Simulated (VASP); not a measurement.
# KBr (Fm-3m) in VASP: notebook

The runs below take KBr through single point, with PBE, PBEsol.

Everything below comes from runs of VASP 6.6.1. Logs are shortened: lines on timing, memory, paths and dates and some standing lists are left out, and cuts for length are marked.

## 1. The cell of the first run

It takes space group Fm-3m (No. 225, cubic). The conventional cell has a = 6.600 Å, b = 6.600 Å, c = 6.600 Å, α = 90.00°, β = 90.00°, γ = 90.00°. Within 4.3 Å of Br (site symmetry m-3m) lie 6 K at 3.30 Å. K (site symmetry m-3m) has 6 Br at 3.30 Å within 4.3 Å.

## 2. Single point, PBE

Contents of INCAR:

```
ALGO = Normal
EDIFF = 1E-6
ENCUT = 520
GGA = PE
ISIF = 2
ISMEAR = -1
LASPH = True
LCHARG = True
LELF = True
LREAL = False
LVHAR = True
LWAVE = False
NBANDS = 15
NELM = 60
PREC = Accurate
SIGMA = 0.05
```

Contents of KPOINTS:

```
k-points
0
Gamma
  4 4 4
```

Contents of POSCAR:

```
KBr
1.0
    0.0000000000      3.3000000000      3.3000000000
    3.3000000000      0.0000000000      3.3000000000
    3.3000000000      3.3000000000      0.0000000000
Br K
1 1
Direct
    0.5000000000      0.5000000000      0.5000000000
    0.0000000000      0.0000000000      0.0000000000
```

Potentials or basis: VASP PAW PBE potentials, release 64 (Br, K_sv).

Command:

```console
> cat potpaw_PBE.64/Br/POTCAR potpaw_PBE.64/K_sv/POTCAR > POTCAR
> mpirun -np 1 vasp_std > vasp.out
```

OUTCAR:

```text
EDIFF = 1E-6
   ENCUT = 520
   GGA = PE
   ISIF = 2
   ISMEAR = -1
   LASPH = True
   LREAL = False
   NELM = 60
   PREC = Accurate

 ion  position               nearest neighbor table
   1  0.500  0.500  0.500-   2 3.30   2 3.30   2 3.30   2 3.30   2 3.30   2 3.30
   2  0.000  0.000  0.000-   1 3.30   1 3.30   1 3.30   1 3.30   1 3.30   1 3.30

  LATTYP: Found a face centered cubic cell.
 ALAT       =     6.6000000000

  Lattice vectors:

 A1 = (   0.0000000000,   3.3000000000,   3.3000000000)
 A2 = (   3.3000000000,   0.0000000000,   3.3000000000)
 A3 = (   3.3000000000,   3.3000000000,   0.0000000000)

Analysis of symmetry for initial positions (statically):
=====================================================================
 Subroutine PRICEL returns:
 Original cell was already a primitive cell.

 Routine SETGRP: Setting up the symmetry group for a
 face centered cubic supercell.

 Subroutine GETGRP returns: Found 48 space group operations
 (whereof 48 operations were pure point group operations)
 out of a pool of 48 trial point group operations.

The static configuration has the point symmetry O_h .

Analysis of symmetry for dynamics (positions and initial velocities):
=====================================================================
 Subroutine PRICEL returns:
 Original cell was already a primitive cell.

 Routine SETGRP: Setting up the symmetry group for a
 face centered cubic supercell.

 Subroutine GETGRP returns: Found 48 space group operations
 (whereof 48 operations were pure point group operations)
 out of a pool of 48 trial point group operations.

The dynamic configuration has the point symmetry O_h .

 Subroutine INISYM returns: Found 48 space group operations
 (whereof 48 operations are pure point group operations),
 and found     1 'primitive' translations

----------------------------------------------------------------------------------------

                                     Primitive cell

  volume of cell :      71.8740

  direct lattice vectors                    reciprocal lattice vectors
     0.000000000  3.300000000  3.300000000    -0.151515152  0.151515152  0.151515152
     3.300000000  0.000000000  3.300000000     0.151515152 -0.151515152  0.151515152
     3.300000000  3.300000000  0.000000000     0.151515152  0.151515152 -0.151515152

  length of vectors
     4.666904756  4.666904756  4.666904756     0.262431941  0.262431941  0.262431941

  position of ions in fractional coordinates (direct lattice)
     0.500000000  0.500000000  0.500000000
     0.000000000  0.000000000  0.000000000

  ion indices of the primitive-cell ions
   primitive index   ion index
                 1           1
                 2           2

----------------------------------------------------------------------------------------

 KPOINTS: k-points

Automatic generation of k-mesh.
 Grid dimensions read from file:
 generate k-points for:    4    4    4

 Generating k-lattice:

  Cartesian coordinates                     Fractional coordinates (reciprocal lattice)
    -0.037878788  0.037878788  0.037878788     0.250000000  0.000000000  0.000000000
     0.037878788 -0.037878788  0.037878788     0.000000000  0.250000000  0.000000000
     0.037878788  0.037878788 -0.037878788     0.000000000  0.000000000  0.250000000

  Length of vectors
     0.065607985  0.065607985  0.065607985

  Shift w.r.t. Gamma in fractional coordinates (k-lattice)
     0.000000000  0.000000000  0.000000000

 Subroutine IBZKPT returns following result:
 ===========================================

 Found      8 irreducible k-points:

 Following reciprocal coordinates:
            Coordinates               Weight
  0.000000  0.000000  0.000000      1.000000
  0.250000  0.000000  0.000000      8.000000
  0.500000  0.000000  0.000000      4.000000
  0.250000  0.250000  0.000000      6.000000
  0.500000  0.250000  0.000000     24.000000
 -0.250000  0.250000  0.000000     12.000000
  0.500000  0.500000  0.000000      3.000000
 -0.250000  0.500000  0.250000      6.000000
   k-points           NKPTS =      8   k-points in BZ     NKDIM =      8   number of bands    NBANDS=     15
   number of dos      NEDOS =    301   number of ions     NIONS =      2
   total plane-waves  NPLWV =  46656
   dimension x,y,z NGX =    36 NGY =   36 NGZ =   36
   dimension x,y,z NGXF=    72 NGYF=   72 NGZF=   72
   ions per type =               1   1
   NGX,Y,Z   is equivalent  to a cutoff of  12.82, 12.82, 12.82 a.u.
   NGXF,Y,Z  is equivalent  to a cutoff of  25.65, 25.65, 25.65 a.u.
 SYSTEM =  unknown system
   PREC   = accura    normal or accurate (medium, high low for compatibility)
   ISTART =      0    job   : 0-new  1-cont  2-samecut
   ICHARG =      2    charge: 1-file 2-atom 10-const
   ISPIN  =      1    spin polarized calculation?
   LNONCOLLINEAR =      F non collinear calculations
   LSORBIT =      F    spin-orbit coupling
   LASPH  =      T    aspherical Exc in radial PAW
   ENCUT  =  520.0 eV  38.22 Ry    6.18 a.u.   8.68  8.68  8.68*2*pi/ulx,y,z
   NELM   =     60;   NELMIN=  2; NELMDL= -5     # of ELM steps
   EDIFF  = 0.1E-05   stopping-criterion for ELM
   LREAL  =      F    real-space projection
   EDIFFG = 0.1E-04   stopping-criterion for IOM
   NSW    =      0    number of steps for IOM
   IBRION =     -1    ionic relax: 0-MD 1-quasi-New 2-CG
   NFREE  =      0    steps in history (QN), initial steepest desc. (CG)
   ISIF   =      2    stress and relaxation
   ISYM   =      2    0-nonsym 1-usesym 2-fastsym
   POTIM  = 0.5000    time-step for ionic-motion
   TEBEG  =    0.0;   TEEND  =   0.0 temperature during run
   PSTRESS=    0.0 pullay stress
   NELECT =      16.0000    total number of electrons
   NUPDOWN=      -1.0000    fix difference up-down
   EMIN   =  10.00;   EMAX   =-10.00  energy-range for DOS
   EFERMI =   0.00;   METHOD = LEGACY
   ISMEAR =    -1;   SIGMA  =   0.05  broadening in eV -4-tet -1-fermi 0-gaus
   EFERMI_NEDOS =   21; number of points for ismear=-14 and -15
   IALGO  =     38    algorithm
   IMIX   =      4    mixing-type and parameters
     AMIX     =   0.40;   BMIX     =  1.00
     AMIX_MAG =   1.60;   BMIX_MAG =  1.00
  volume/ion in A,a.u.               =      35.94       242.51
  Fermi-wavevector in a.u.,A,eV,Ry     =   0.992181  1.874950 13.393889  0.984423
  Thomas-Fermi vector in A             =   2.123975
   LORBIT       =      0    0 simple, 1 ext, 2 COOP (PROOUT), +10 PAW based schemes
   GGA     = PE    functional components
   LHFCALC =     F    Hartree Fock is set to
   AEXX    =    0.0000 exact exchange contribution
   IVDW    =     0    specifies the selected vdW correction
   LEPSILON=     F    determine dielectric tensor
   LRPA    =     F    only Hartree local field effects (RPA)
 non-spin polarized calculation
  energy-cutoff  :      520.00
  volume of cell :       71.87
 maximum number of plane-waves:      1964
 NGX is ok and might be reduce to    36
   NGX = 17   NGY = 17   NGZ = 17

 number of electron      15.9999997 magnetization

 Free energy of the ion-electron system (eV)
  ---------------------------------------------------
  ext. energy  EPLUGINS =         0.00000000
  ---------------------------------------------------
  free energy    TOTEN  =        -6.21463858 eV

  energy without entropy =       -6.21463858  energy(sigma->0) =       -6.21463858

 E-fermi :  -0.5753     XC(G=0):  -7.3703

 val. band max:       -1.7399428697   @ k =   0.0000   0.0000   0.0000
 cond. band min:       2.6936834831   @ k =   0.0000   0.0000   0.0000
 fundamental gap:      4.4336263527
 Fermi energy:        -0.5752922406

 k-point     1 :       0.0000    0.0000    0.0000
  band No.  band energies     occupation
      1     -29.5219      2.00000
      2     -14.0320      2.00000
      3     -12.9992      2.00000
      4     -12.9992      2.00000
      5     -12.9992      2.00000
      6      -1.7399      2.00000
      7      -1.7399      2.00000
      8      -1.7399      2.00000
      9       2.6937      0.00000
     10       5.8637      0.00000
     11       5.8637      0.00000
     12       5.8637      0.00000
     13       6.6868      0.00000
     14       6.6868      0.00000
     15       9.8623      0.00000

 k-point     2 :       0.2500    0.0000    0.0000
  band No.  band energies     occupation
      1     -29.5191      2.00000
      2     -14.1293      2.00000
      3     -13.0020      2.00000
      4     -13.0020      2.00000
      5     -12.8666      2.00000
      6      -2.4112      2.00000
      7      -1.9131      2.00000
      8      -1.9131      2.00000
      9       3.9461      0.00000
     10       5.7474      0.00000
     11       6.5665      0.00000
     12       6.5665      0.00000
     13       7.4578      0.00000
     14       7.4578      0.00000
     15      10.4776      0.00000

 k-point     3 :       0.5000    0.0000    0.0000
  band No.  band energies     occupation
      1     -29.5163      2.00000
      2     -14.2099      2.00000
      3     -13.0048      2.00000
      4     -13.0048      2.00000
      5     -12.7497      2.00000
      6      -2.9185      2.00000
      7      -2.0727      2.00000
      8      -2.0727      2.00000
      9       4.8504      0.00000
     10       6.4950      0.00000
     11       8.0227      0.00000
     12       8.0227      0.00000
     13       8.3354      0.00000
     14       8.3354      0.00000
     15       9.1942      0.00000
[... 55 lines left out ...]
 k-point     7 :       0.5000    0.5000    0.0000
  band No.  band energies     occupation
      1     -29.5147      2.00000
      2     -13.9339      2.00000
      3     -13.0896      2.00000
      4     -13.0352      2.00000
      5     -13.0352      2.00000
      6      -2.5533      2.00000
      7      -2.0255      2.00000
      8      -2.0255      2.00000
      9       4.1246      0.00000
     10       5.4585      0.00000
     11       7.6266      0.00000
     12       7.7693      0.00000
     13       7.9325      0.00000
     14       9.0336      0.00000
     15       9.0336      0.00000

 k-point     8 :      -0.2500    0.5000    0.2500
  band No.  band energies     occupation
      1     -29.5146      2.00000
      2     -14.0310      2.00000
      3     -13.0622      2.00000
      4     -13.0622      2.00000
      5     -12.9028      2.00000
      6      -2.3272      2.00000
      7      -2.3272      2.00000
      8      -2.2766      2.00000
      9       5.6467      0.00000
     10       5.6467      0.00000
     11       6.5178      0.00000
     12       7.2628      0.00000
     13       8.9561      0.00000
     14       9.0583      0.00000
     15       9.2835      0.00000

------------------------ aborting loop because EDIFF is reached ----------------------------------------

  FORCE on cell =-STRESS in cart. coord.  units (eV):
  Direction    XX          YY          ZZ          XY          YZ          ZX
  --------------------------------------------------------------------------------------
  -------------------------------------------------------------------------------------
  Total        0.3408257      0.3408257      0.3408257     -0.0000000     -0.0000000      0.0000000
  in kB        7.5975061      7.5975061      7.5975061     -0.0000000     -0.0000000      0.0000000
  external PRESSURE =       7.5975061 kB  Pullay stress =       0.0000000 kB

 VOLUME and BASIS-vectors are now :
 -----------------------------------------------------------------------------
  energy-cutoff  :      520.00
  volume of cell :       71.87
      direct lattice vectors                 reciprocal lattice vectors
     0.000000000  3.300000000  3.300000000    -0.151515152  0.151515152  0.151515152
     3.300000000  0.000000000  3.300000000     0.151515152 -0.151515152  0.151515152
     3.300000000  3.300000000  0.000000000     0.151515152  0.151515152 -0.151515152

 POSITION                                       TOTAL-FORCE (eV/Angst)
 -----------------------------------------------------------------------------------
      3.30000      3.30000      3.30000         0.000000      0.000000     -0.000000
      0.00000      0.00000      0.00000        -0.000000     -0.000000      0.000000
 -----------------------------------------------------------------------------------
    total drift:                                0.000000      0.000000      0.000000

  FREE ENERGIE OF THE ION-ELECTRON SYSTEM (eV)
  ---------------------------------------------------
  free  energy   TOTEN  =        -6.2146385797 eV

  energy  without entropy=       -6.2146385797  energy(sigma->0) =       -6.21463858
```

Run time: 7.4 s. Hardware: 1 thread of AMD EPYC 9R45 (Zen 5), shared host; peak memory 0.17 GiB.

Results:

| Quantity | Value |
| --- | --- |
| Free energy | -6.2146 eV |
| Pressure | 0.8 GPa |
| Band gap on the k mesh | 4.43 eV, direct |

Levels at points of the mesh, in eV from the valence-band top:
```csv
k point,band 4,band 5,band 6,band 7,band 8,band 9,band 10,band 11,band 12,band 13
"(0.00, 0.00, 0.00)",-11.26,-11.26,0.00,0.00,0.00,4.43,7.60,7.60,7.60,8.43
"(0.50, 0.00, 0.00)",-11.26,-11.01,-1.18,-0.33,-0.33,6.59,8.23,9.76,9.76,10.08
"(0.50, 0.50, 0.00)",-11.30,-11.30,-0.81,-0.29,-0.29,5.86,7.20,9.37,9.51,9.67
```

Expect the measured gap to be larger: semilocal functionals such as PBE lack the derivative discontinuity.

## 3. Single point, PBEsol (volume scaled by 0.94)

Contents of INCAR:

```
PREC = Accurate
ENCUT = 520
EDIFF = 1E-7
ISMEAR = -1
SIGMA = 0.05
LREAL = F
LASPH = T
NELM = 80
ALGO = Normal
ISIF = 2
LWAVE = F
LCHARG = F
GGA = PS
NBANDS = 15
```

Contents of KPOINTS:

```
regular mesh
0
Gamma
  7 7 7
```

Contents of POSCAR:

```
KBr
1.0
    0.0000000000      3.2326341588      3.2326341588
    3.2326341588      0.0000000000      3.2326341588
    3.2326341588      3.2326341588      0.0000000000
Br K
1 1
Direct
    0.5000000000      0.5000000000      0.5000000000
    0.0000000000      0.0000000000      0.0000000000
```

Potentials or basis: VASP PAW PBE potentials, release 64 (Br, K_sv).

Command:

```console
> cat potpaw_PBE.64/Br/POTCAR potpaw_PBE.64/K_sv/POTCAR > POTCAR
> mpirun -np 1 vasp_std > vasp.out
```

Run time: 31 s. Hardware: 1 thread of AMD EPYC 7R43 (Zen 3), shared host; peak memory 0.17 GiB.

The run converged. Its results:

```
Free energy            : -6.4533 eV
Pressure               : 0.7 GPa
Band gap on the k mesh : 4.44 eV, direct
```

Levels at points of the mesh, in eV from the valence-band top:
```tsv
k point	band 5	band 6	band 7	band 8	band 9	band 10	band 11	band 12
(0.00, 0.00, 0.00)	-11.03	0.00	0.00	0.00	4.44	7.52	7.52	7.52
```

Caveat: the PAW data sets were made with another functional, which shifts forces and pressure a little.

## 4. Single point, PBEsol (volume scaled by 0.96)

Contents of INCAR:

```
SYSTEM = KBr
ALGO = Normal
EDIFF = 1E-6
ENCUT = 520
GGA = PS
ISIF = 2
ISMEAR = -1
LASPH = .TRUE.
LCHARG = .TRUE.
LELF = .TRUE.
LREAL = .FALSE.
LVHAR = .TRUE.
LWAVE = .FALSE.
NBANDS = 15
NELM = 80
PREC = Accurate
SIGMA = 0.05
```

Contents of KPOINTS:

```
k-points
0
G
  7 7 7
  0 0 0
```

Contents of POSCAR:

```
KBr
1.0
    0.0000000000      3.2553999381      3.2553999381
    3.2553999381      0.0000000000      3.2553999381
    3.2553999381      3.2553999381      0.0000000000
Br K
1 1
Direct
    0.5000000000      0.5000000000      0.5000000000
    0.0000000000      0.0000000000      0.0000000000
```

Command:

```console
> cat potpaw_PBE.64/Br/POTCAR potpaw_PBE.64/K_sv/POTCAR > POTCAR
> mpirun -np 1 vasp_std > vasp.out
```

Wall time 34 s (1 thread of AMD EPYC 7R43 (Zen 3), shared host); peak memory 0.17 GiB.

It converged, with:

- Free energy: -6.4582 eV
- Pressure: 0.4 GPa
- Band gap on the k mesh: 4.38 eV, direct

Levels at points of the mesh, in eV from the valence-band top:
| k point | band 6 | band 7 | band 8 | band 9 | band 10 | band 11 |
| --- | --- | --- | --- | --- | --- | --- |
| (0.00, 0.00, 0.00) | 0.00 | 0.00 | 0.00 | 4.38 | 7.53 | 7.53 |

Caveat: the PAW data sets were made with another functional, which shifts forces and pressure a little.

## 5. Overview

| level | cell | k mesh | gap on the mesh (eV) | pressure (GPa) |
| --- | --- | --- | --- | --- |
| PBE | a = 4.667 Å, angles 60.0°, 2 atoms | 4 × 4 × 4 | 4.43 | 0.8 |
| PBEsol | a = 4.572 Å, angles 60.0°, 2 atoms | 7 × 7 × 7 | 4.44 | 0.7 |
| PBEsol | a = 4.604 Å, angles 60.0°, 2 atoms | 7 × 7 × 7 | 4.38 | 0.4 |

Alike in all rows: task single point; potentials or basis VASP PAW PBE potentials, release 64 (Br, K_sv); no spin polarisation; cutoff (eV) 520; smearing fermi-dirac 0.05 eV.

Caveats: the PAW data sets were made with another functional, which shifts forces and pressure a little (some runs).

Absolute energies hang on the potentials; compare differences alone.
